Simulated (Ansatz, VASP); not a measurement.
**Two plane-wave programs on GaP**

Contents of INCAR:

```
PREC = Accurate
ENCUT = 600
EDIFF = 1E-6
ISMEAR = 0
SIGMA = 0.02
LREAL = False
LASPH = True
NELM = 100
ALGO = Normal
ISIF = 3
LWAVE = False
LCHARG = False
GGA = PE
IBRION = 2
NSW = 100
EDIFFG = -0.005
```

File KPOINTS:

```
regular mesh
0
Gamma
  8 8 8
```

POSCAR

```
GaP
1.0
    0.0000000000      2.7252500000      2.7252500000
    2.7252500000      0.0000000000      2.7252500000
    2.7252500000      2.7252500000      0.0000000000
Ga P
1 1
Direct
    0.0000000000      0.0000000000      0.0000000000
    0.7500000000      0.7500000000      0.7500000000
```

Input for Ansatz:

```yaml
crystal:
  lattice:
    - [0.0, 2.72525, 2.72525]
    - [2.72525, 0.0, 2.72525]
    - [2.72525, 2.72525, 0.0]
  atoms:
    - { symbol: Ga, position: [0.0, 0.0, 0.0] }
    - { symbol: P, position: [0.75, 0.75, 0.75] }
basis:
  ecutwfc: 420
kpoints:
  mp_grid: { grid: [8, 8, 8] }
hamiltonian:
  xc: pbe
scf:
  occupations: { method: gaussian, width: 0.02 }
output:
  forces: true
  stress: true
  eigenvalues: true
relax:
  adjacent_minimum: "off"
  f_tol: 0.005
  max_steps: 80
  cell: { stress_tol: 0.05 }
```

Alike in both runs: task relaxation of cell and atoms; functional PBE; k mesh 8 × 8 × 8; occupations gaussian, width 0.02 eV; no spin polarisation.

```csv
,VASP,Ansatz
version,VASP 6.6.1,Ansatz 0.2.0
potentials or method,"VASP PAW PBE potentials, release 64 (Ga_d, P), cutoff 600 eV","scalar-relativistic, plane waves, PAW"
valence electrons in the cell,18,18
```

VASP gave:

```
gap on the k mesh at the Fermi level, each at its own relaxed structure (eV) : 1.58
relaxed volume (Å³/atom)                                                     : 20.86
relaxed cell length with the largest relative difference (Å)                 : 3.893
```

Question: Which values does Ansatz return?

Answer: gap on the k mesh at the Fermi level, each at its own relaxed structure (eV): 1.58; relaxed volume (Å³/atom): 20.85; relaxed cell length with the largest relative difference (Å): 3.893.
